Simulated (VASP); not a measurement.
# CoSi2 (Fm-3m) in VASP: a series of runs, part 2 of 2

VASP 6.6.1. The steps go on from the part before.

## Step 3: Electric field gradients, PBEsol, collinear spin, ferromagnetic start (13.13 Å³/atom)

Input file INCAR:

```
SYSTEM = CoSi2
ALGO = Normal ; EDIFF = 1E-8
ENCUT = 520 ; GGA = PS
ISIF = 2 ; ISMEAR = -1
ISPIN = 2 ; LASPH = .True.
LCHARG = .False. ; LEFG = .True.
LMAXMIX = 4 ; LORBIT = 11
LREAL = .False. ; LWAVE = .False.
MAGMOM = 2 0 0 ; NBANDS = 20
NELM = 150 ; PREC = Accurate
SIGMA = 0.05
```

Input file KPOINTS:

```
k-points
0
Gamma
  11 11 11
  0 0 0
```

Input file POSCAR:

```
CoSi2
1.0
    0.0000000000      2.7002654184      2.7002654184
    2.7002654184      0.0000000000      2.7002654184
    2.7002654184      2.7002654184      0.0000000000
Co Si
1 2
Direct
    0.0000000000      0.0000000000      0.0000000000
    0.2500000000      0.2500000000      0.2500000000
    0.7500000000      0.7500000000      0.7500000000
```

Potentials or basis: VASP PAW PBE potentials, release 64 (Co, Si).

Command:

```
$ cat potpaw_PBE.64/Co/POTCAR potpaw_PBE.64/Si/POTCAR > POTCAR
$ mpirun -np 1 vasp_std > vasp.out
```

OUTCAR:

```text
SYSTEM = CoSi2
   EDIFF = 1E-8
   ENCUT = 520
   GGA = PS
   ISIF = 2
   ISMEAR = -1
   ISPIN = 2
   LASPH = .True.
   LORBIT = 11
   LREAL = .False.
   NELM = 150
   PREC = Accurate

 ion  position               nearest neighbor table
   1  0.000  0.000  0.000-   3 2.34   3 2.34   3 2.34   2 2.34   3 2.34   2 2.34   2 2.34   2 2.34

   2  0.250  0.250  0.250-   1 2.34   1 2.34   1 2.34   1 2.34   3 2.70   3 2.70   3 2.70   3 2.70
                             3 2.70   3 2.70
   3  0.750  0.750  0.750-   1 2.34   1 2.34   1 2.34   1 2.34   2 2.70   2 2.70   2 2.70   2 2.70
                             2 2.70   2 2.70

  LATTYP: Found a face centered cubic cell.
 ALAT       =     5.4005308368

  Lattice vectors:

 A1 = (   0.0000000000,   2.7002654184,   2.7002654184)
 A2 = (   2.7002654184,   0.0000000000,   2.7002654184)
 A3 = (   2.7002654184,   2.7002654184,   0.0000000000)

Analysis of symmetry for initial positions (statically):
=====================================================================
 Subroutine PRICEL returns:
 Original cell was already a primitive cell.

 Routine SETGRP: Setting up the symmetry group for a
 face centered cubic supercell.

 Subroutine GETGRP returns: Found 48 space group operations
 (whereof 48 operations were pure point group operations)
 out of a pool of 48 trial point group operations.

The static configuration has the point symmetry O_h .

Analysis of symmetry for dynamics (positions and initial velocities):
=====================================================================
 Subroutine PRICEL returns:
 Original cell was already a primitive cell.

 Routine SETGRP: Setting up the symmetry group for a
 face centered cubic supercell.

 Subroutine GETGRP returns: Found 48 space group operations
 (whereof 48 operations were pure point group operations)
 out of a pool of 48 trial point group operations.

The dynamic configuration has the point symmetry O_h .

Analysis of structural, dynamic, and magnetic symmetry:
=====================================================================
 Subroutine PRICEL returns:
 Original cell was already a primitive cell.

 Routine SETGRP: Setting up the symmetry group for a
 face centered cubic supercell.

 Subroutine GETGRP returns: Found 48 space group operations
 (whereof 48 operations were pure point group operations)
 out of a pool of 48 trial point group operations.

The overall configuration has the point symmetry O_h .

 Subroutine INISYM returns: Found 48 space group operations
 (whereof 48 operations are pure point group operations),
 and found     1 'primitive' translations

----------------------------------------------------------------------------------------

                                     Primitive cell

  volume of cell :      39.3776

  direct lattice vectors                    reciprocal lattice vectors
     0.000000000  2.700265418  2.700265418    -0.185166983  0.185166983  0.185166983
     2.700265418  0.000000000  2.700265418     0.185166983 -0.185166983  0.185166983
[... 127 lines left out ...]

 Free energy of the ion-electron system (eV)
  ---------------------------------------------------
  ext. energy  EPLUGINS =         0.00000000
  ---------------------------------------------------
  free energy    TOTEN  =       -20.93515729 eV

  energy without entropy =      -20.92660299  energy(sigma->0) =      -20.93088014

 E-fermi :   9.6630     XC(G=0): -11.7426

 val. band max:        9.6524883661   @ k =  -0.2727   0.2727   0.0000
 cond. band min:       9.6710359560   @ k =   0.3636   0.1818   0.0000
 fundamental gap:      0.0185475899
 Fermi energy:         9.6630394875

 spin component 1

 k-point     1 :       0.0000    0.0000    0.0000
  band No.  band energies     occupation
      1      -3.2624      1.00000
      2       5.6939      1.00000
      3       5.6939      1.00000
      4       5.6939      1.00000
      5       7.8408      1.00000
      6       7.8408      1.00000
[... 541 lines left out ...]
     19      23.6551      0.00000
     20      25.4519      0.00000

 [... further k-points ...]

 spin component 2

 k-point     1 :       0.0000    0.0000    0.0000
  band No.  band energies     occupation
      1      -3.2624      1.00000
      2       5.6939      1.00000
      3       5.6939      1.00000
      4       5.6939      1.00000
      5       7.8408      1.00000
      6       7.8408      1.00000
[... 541 lines left out ...]
     19      23.6551      0.00000
     20      25.4519      0.00000

 [... further k-points ...]

------------------------ aborting loop because EDIFF is reached ----------------------------------------

  FORCE on cell =-STRESS in cart. coord.  units (eV):
  Direction    XX          YY          ZZ          XY          YZ          ZX
  --------------------------------------------------------------------------------------
  -------------------------------------------------------------------------------------
  Total       -2.0970093     -2.0970093     -2.0970093      0.0000000      0.0000000     -0.0000000
  in kB      -85.3221099    -85.3221099    -85.3221099      0.0000000      0.0000000     -0.0000000
  external PRESSURE =     -85.3221099 kB  Pullay stress =       0.0000000 kB

 VOLUME and BASIS-vectors are now :
 -----------------------------------------------------------------------------
  energy-cutoff  :      520.00
  volume of cell :       39.38
      direct lattice vectors                 reciprocal lattice vectors
     0.000000000  2.700265418  2.700265418    -0.185166983  0.185166983  0.185166983
     2.700265418  0.000000000  2.700265418     0.185166983 -0.185166983  0.185166983
     2.700265418  2.700265418  0.000000000     0.185166983  0.185166983 -0.185166983

 POSITION                                       TOTAL-FORCE (eV/Angst)
 -----------------------------------------------------------------------------------
      0.00000      0.00000      0.00000         0.000000      0.000000      0.000000
      1.35013      1.35013      1.35013        -0.000000     -0.000000     -0.000000
      4.05040      4.05040      4.05040         0.000000      0.000000      0.000000
 -----------------------------------------------------------------------------------
    total drift:                               -0.000000     -0.000000      0.000000

  FREE ENERGIE OF THE ION-ELECTRON SYSTEM (eV)
  ---------------------------------------------------
  free  energy   TOTEN  =       -20.9351572909 eV

  energy  without entropy=      -20.9266029935  energy(sigma->0) =      -20.93088014

 Electric field gradients (V/A^2)
---------------------------------------------------------------------
 ion       V_xx      V_yy      V_zz      V_xy      V_xz      V_yz
---------------------------------------------------------------------
   1      -0.000     0.000     0.000    -0.001    -0.001    -0.001
   2       0.000     0.000    -0.000    -0.000    -0.000    -0.000
   3      -0.000     0.000    -0.000    -0.000    -0.000    -0.000
---------------------------------------------------------------------

 Electric field gradients after diagonalization (V/A^2)
 (convention: |V_zz| > |V_xx| > |V_yy|)
----------------------------------------------------------------------
 ion       V_xx      V_yy      V_zz     asymmetry (V_yy - V_xx)/ V_zz
----------------------------------------------------------------------
   1       0.001     0.001    -0.002       0.000
   2       0.000     0.000    -0.000       0.000
   3       0.000     0.000    -0.000       0.000
----------------------------------------------------------------------

           NMR quadrupolar parameters

 Cq : quadrupolar parameter    Cq=e*Q*V_zz/h
 eta: asymmetry parameters     (V_yy - V_xx)/ V_zz
 Q  : nuclear electric quadrupole moment in mb (millibarn)
----------------------------------------------------------------------
 ion       Cq(MHz)       eta       Q (mb)
----------------------------------------------------------------------
   1      -0.000       0.000       1.000
   2      -0.000       0.000       1.000
   3      -0.000       0.000       1.000
----------------------------------------------------------------------

 total charge

# of ion       s       p       d       tot
------------------------------------------
    1        0.530   0.693   7.576   8.799
    2        0.718   0.855   0.000   1.572
    3        0.718   0.855   0.000   1.572
--------------------------------------------------
tot          1.965   2.402   7.576  11.943

 magnetization (x)

# of ion       s       p       d       tot
------------------------------------------
    1       -0.000  -0.000  -0.000  -0.000
    2        0.000   0.000   0.000   0.000
    3        0.000   0.000   0.000   0.000
--------------------------------------------------
tot          0.000   0.000  -0.000  -0.000
```

Wall time 43 s (1 thread of Intel Xeon 6975P-C (Granite Rapids), shared host); peak memory 0.21 GiB.

What came out:

```
Free energy                                           : -20.9352 eV
Pressure                                              : -8.5 GPa
Net moment                                            : 0.00 μB per cell
Largest electric field gradient by atom               : zero within the noise of the run
Valence electrons inside the program's atomic spheres : Co 8.80; Si 1.57
```

Levels at points of the mesh, in eV from the Fermi level:
Spin up:
| k point | band 7 | band 8 | band 9 | band 10 | band 11 | band 12 |
| --- | --- | --- | --- | --- | --- | --- |
| (0.00, 0.00, 0.00) | 0.55 | 3.33 | 3.33 | 3.33 | 3.42 | 3.42 |
Spin down:
| k point | band 7 | band 8 | band 9 | band 10 | band 11 | band 12 |
| --- | --- | --- | --- | --- | --- | --- |
| (0.00, 0.00, 0.00) | 0.55 | 3.33 | 3.33 | 3.33 | 3.42 | 3.42 |

Caveat: the cell stands under tension; the PAW data sets were made with another functional, which shifts forces and pressure a little.

## Step 4: Electric field gradients, PBEsol, collinear spin, ferromagnetic start (13.64 Å³/atom)

This run uses another cell than the first one, of 13.64 Å³/atom.

Input file INCAR:

```
PREC = Accurate ; ENCUT = 520
EDIFF = 1E-8 ; ISMEAR = -1
SIGMA = 0.05 ; LREAL = False
LASPH = True ; NELM = 150
ALGO = Normal ; ISIF = 2
LWAVE = False ; LCHARG = False
ISPIN = 2 ; MAGMOM = 2 0 0
LORBIT = 11 ; LMAXMIX = 4
GGA = PS ; LEFG = True
NBANDS = 20
```

Input file KPOINTS:

```
Automatic mesh
0
Gamma
  11 11 11
```

Input file POSCAR:

```
CoSi2
1.0
    0.0000000000      2.7351113962      2.7351113962
    2.7351113962      0.0000000000      2.7351113962
    2.7351113962      2.7351113962      0.0000000000
Co Si
1 2
Direct
    0.0000000000      0.0000000000      0.0000000000
    0.2500000000      0.2500000000      0.2500000000
    0.7500000000      0.7500000000      0.7500000000
```

Potentials or basis: VASP PAW PBE potentials, release 64 (Co, Si).

Command:

```
$ cat potpaw_PBE.64/Co/POTCAR potpaw_PBE.64/Si/POTCAR > POTCAR
$ mpirun -np 1 vasp_std > vasp.out
```

OUTCAR:

```text
PREC = Accurate
   ENCUT = 520
   EDIFF = 1E-8
   ISMEAR = -1
   LREAL = False
   LASPH = True
   NELM = 150
   ISIF = 2
   ISPIN = 2
   LORBIT = 11
   GGA = PS

 ion  position               nearest neighbor table
   1  0.000  0.000  0.000-   3 2.37   3 2.37   3 2.37   2 2.37   3 2.37   2 2.37   2 2.37   2 2.37

   2  0.250  0.250  0.250-   1 2.37   1 2.37   1 2.37   1 2.37   3 2.74   3 2.74   3 2.74   3 2.74
                             3 2.74   3 2.74
   3  0.750  0.750  0.750-   1 2.37   1 2.37   1 2.37   1 2.37   2 2.74   2 2.74   2 2.74   2 2.74
                             2 2.74   2 2.74

  LATTYP: Found a face centered cubic cell.
[... 1364 lines left out ...]
 ion       V_xx      V_yy      V_zz     asymmetry (V_yy - V_xx)/ V_zz
----------------------------------------------------------------------
   1      -0.000    -0.000     0.001       0.000
   2      -0.000    -0.000     0.000       0.000
   3      -0.000    -0.000     0.000       0.000
----------------------------------------------------------------------

           NMR quadrupolar parameters

 Cq : quadrupolar parameter    Cq=e*Q*V_zz/h
 eta: asymmetry parameters     (V_yy - V_xx)/ V_zz
 Q  : nuclear electric quadrupole moment in mb (millibarn)
----------------------------------------------------------------------
 ion       Cq(MHz)       eta       Q (mb)
----------------------------------------------------------------------
   1       0.000       0.000       1.000
   2       0.000       0.000       1.000
   3       0.000       0.000       1.000
----------------------------------------------------------------------

 total charge

# of ion       s       p       d       tot
------------------------------------------
    1        0.511   0.650   7.540   8.700
    2        0.720   0.830   0.000   1.550
    3        0.720   0.830   0.000   1.550
--------------------------------------------------
tot          1.950   2.310   7.540  11.800

 magnetization (x)

# of ion       s       p       d       tot
------------------------------------------
    1       -0.000  -0.000   0.000   0.000
    2        0.000   0.000   0.000   0.000
    3        0.000   0.000   0.000   0.000
--------------------------------------------------
tot          0.000   0.000   0.000   0.000
```

OSZICAR:

```text
N       E                     dE             d eps       ncg     rms          rms(c)
DAV:   1     0.654008036463E+02    0.65401E+02   -0.65631E+03  4488   0.801E+02
[... 11 lines left out ...]
DAV:  13    -0.208259686164E+02    0.16267E-04   -0.19639E-05  5708   0.549E-02    0.192E-02
DAV:  14    -0.208259676574E+02    0.95902E-06   -0.16086E-06  6024   0.128E-02    0.564E-03
DAV:  15    -0.208259676341E+02    0.23314E-07   -0.80057E-07  5176   0.912E-03    0.492E-03
DAV:  16    -0.208259675589E+02    0.75175E-07   -0.12652E-07  5272   0.289E-03    0.154E-03
DAV:  17    -0.208259675826E+02   -0.23668E-07   -0.69848E-09  3300   0.126E-03    0.722E-04
DAV:  18    -0.208259676150E+02   -0.32368E-07   -0.48072E-09  2836   0.660E-04    0.173E-04
DAV:  19    -0.208259676203E+02   -0.53453E-08   -0.19515E-09  2704   0.312E-04
   1 F= -.20825968E+02 E0= -.20821328E+02  d E =-.927913E-02  mag=     0.0000
```

Wall time 54 s (1 thread of Intel Xeon 6975P-C (Granite Rapids), shared host); peak memory 0.22 GiB.

What came out:

- Free energy: -20.8260 eV
- Pressure: -13.9 GPa
- Net moment: 0.00 μB per cell
- Largest electric field gradient by atom: zero within the noise of the run
- Valence electrons inside the program's atomic spheres: Co 8.70; Si 1.55

Caveat: the cell stands under tension; the PAW data sets were made with another functional, which shifts forces and pressure a little.
